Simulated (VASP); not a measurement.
AlSi2, 3 atoms in the cell. The structure is tetragonal, space group P-4m2 (No. 115). Conventional cell: a = 3.515 Å, b = 3.515 Å, c = 4.172 Å, α = 90.00°, β = 90.00°, γ = 90.00°. Al (site symmetry -4m2) has 8 Si at 2.58 to 2.89 Å and 4 Al at 3.52 Å within 3.6 Å. Within 3.3 Å of Si (site symmetry 2mm) lie 4 Si at 2.52 Å and 4 Al at 2.58 to 2.89 Å. 

| Item | Value |
| --- | --- |
| Program | VASP 6.6.1 |
| Task | single point |
| Functional | PBE |
| Potentials or basis | VASP PAW PBE potentials, release 64 (Al, Si) |
| Cutoff | 520 eV |
| k mesh | 14 × 14 × 12 |
| Occupations | gaussian, width 0.1 eV |
| Spin | no spin polarisation |
| Dipole correction | no |
| Further INCAR settings | ALGO = Normal; EDIFF = 1e-06; NBANDS = 12 |

Potentials or basis: VASP PAW PBE potentials, release 64 (Al, Si).

Launch:

```console
$ cat potpaw_PBE.64/Al/POTCAR potpaw_PBE.64/Si/POTCAR > POTCAR
$ mpirun -np 1 vasp_std > vasp.out
```

Hardware: 1 thread of AMD EPYC 9R45 96-Core Processor (Zen 5), with other jobs on the host.

Question: Estimate the wall time of this run.

Answer: Run time: 49 s on 1 thread of AMD EPYC 9R45 96-Core Processor (Zen 5) (shared host), peak memory 0.24 GiB. Counts: scf iterations 12, k points 252.
